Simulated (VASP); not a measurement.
A run of VASP 6.6.1 is set up as follows.

Contents of INCAR:

```
PREC = Accurate ; ENCUT = 520
EDIFF = 1E-6 ; ISMEAR = -1
SIGMA = 0.05 ; LREAL = False
LASPH = True ; NELM = 150
ALGO = Normal ; ISIF = 2
LWAVE = False ; LCHARG = False
LMAXMIX = 4 ; LDAU = True
LDAUTYPE = 2 ; LDAUL = 2 -1
LDAUU = 6 0 ; LDAUJ = 0 0
LDAUPRINT = 1 ; GGA = CA
NBANDS = 15
```

File KPOINTS:

```
regular mesh
0
Gamma
  11 11 11
```

Contents of POSCAR:

```
TiC
1.0
    0.0000000000      2.1608757029      2.1608757029
    2.1608757029      0.0000000000      2.1608757029
    2.1608757029      2.1608757029      0.0000000000
Ti C
1 1
Direct
    0.0000000000      0.0000000000      0.0000000000
    0.5000000000      0.5000000000      0.5000000000
```

Potentials or basis: VASP PAW LDA potentials, release 64 (Ti_sv, C).

Run with:

```sh
$ cat potpaw_LDA.64/Ti_sv/POTCAR potpaw_LDA.64/C/POTCAR > POTCAR
$ mpirun -np 1 vasp_std > vasp.out
```

(1) Estimate the pressure.

(2) Predict the band gap on the k mesh.

## Answers

(1) 7.4 GPa.

(2) zero (band 8 reaches 11.30 eV, above the bottom of band 9 at 9.55 eV).

Caveat: U without spin polarisation on a metal has little footing; the U is typed as a test and isn't derived for this compound.
